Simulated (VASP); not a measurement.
Wanted: the native input for a VASP 6.6.1 run.

- Task: single point
- Functional: PBE
- Potentials or basis: VASP PAW PBE potentials, release 64 (Na_pv, Li_sv)
- Cutoff: 520 eV
- k mesh: 3 × 3 × 4
- Occupations: gaussian, width 0.1 eV
- Spin: no spin polarisation
- Dipole correction: no
- Further INCAR settings: ALGO = Normal; EDIFF = 1e-06; NBANDS = 20

The structure of NaLi5 lies in POSCAR:

```
NaLi5
1.0
    5.9217743000      0.0000000000      0.0000000000
   -2.9608871000      5.1284070000      0.0000000000
    0.0000000000      0.0000000000      4.9376631000
Na Li
1 5
Direct
    0.0000000000      0.0000000000      0.0000000000
    0.3333333000      0.6666667000      0.0000000000
    0.6666667000      0.3333333000      0.0000000000
    0.5000000000      0.0000000000      0.5000000000
    0.5000000000      0.5000000000      0.5000000000
    0.0000000000      0.5000000000      0.5000000000
```

The cell was generated, and may not be a known phase.

These files were run (other wordings do the same):

INCAR

```
PREC = Accurate
ENCUT = 520
EDIFF = 1E-6
ISMEAR = 0
SIGMA = 0.1
LREAL = False
LASPH = True
NELM = 100
ALGO = Normal
ISIF = 2
LWAVE = False
LCHARG = False
GGA = PE
NBANDS = 20
```

KPOINTS

```
Automatic mesh
0
Gamma
  3 3 4
```

Potentials or basis: VASP PAW PBE potentials, release 64 (Na_pv, Li_sv).

Command:

```bash
$ cat potpaw_PBE.64/Na_pv/POTCAR potpaw_PBE.64/Li_sv/POTCAR > POTCAR
$ mpirun -np 1 vasp_std > vasp.out
```

Results of the run:

```
Band gap on the k mesh : zero (bands 11 and 12 overlap by 1.29 eV)
```

Caveat: the k points lie up to 0.41 Å⁻¹ apart, too coarse for converged energies and pressures of a metal.

Run time: 54 s on 1 thread of Oxide Virtual Turin-like Processor (shared host), peak memory 0.24 GiB.
